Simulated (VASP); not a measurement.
Set up this calculation in VASP 6.6.1, as the native input.

```yaml
Task: single point
Functional: PBE
Potentials_or_basis: VASP PAW PBE potentials, release 64 (As)
Cutoff: 520 eV
k_mesh: 15 × 15 × 14
Occupations: fermi-dirac, width 0.05 eV
Spin: no spin polarisation
Dipole_correction: no
Further_INCAR_settings: ALGO = Normal; EDIFF = 1e-06; NBANDS = 8
```

The structure of As lies in POSCAR:

```
As
1.0
    2.8640797999      0.0000000000      0.0000000000
   -1.4320398999      2.4803658652      0.0000000000
    0.0000000000      0.0000000000      2.6822888680
As
1
Direct
    0.0000000000      0.0000000000      0.0000000000
```

This cell differs from its parent crystal: volume scaled by 0.95.

The input as run:

INCAR

```
  ALGO = Normal
  EDIFF = 1E-6
  ENCUT = 520
  GGA = PE
  ISIF = 2
  ISMEAR = -1
  LASPH = T
  LCHARG = T
  LELF = T
  LREAL = F
  LVHAR = T
  LWAVE = F
  NBANDS = 8
  NELM = 100
  PREC = Accurate
  SIGMA = 0.05
```

KPOINTS

```
k-points
0
Gamma
  15 15 14
```

Potentials or basis: VASP PAW PBE potentials, release 64 (As).

Run with:

```bash
$ cat potpaw_PBE.64/As/POTCAR > POTCAR
$ mpirun -np 1 vasp_std > vasp.out
```

It gave:

The pressure is 4.7 GPa.

Wall time 13 s on 1 thread of Intel(R) Xeon(R) Platinum 8375C CPU @ 2.90GHz (Ice Lake), on a shared host, peak memory 0.15 GiB.
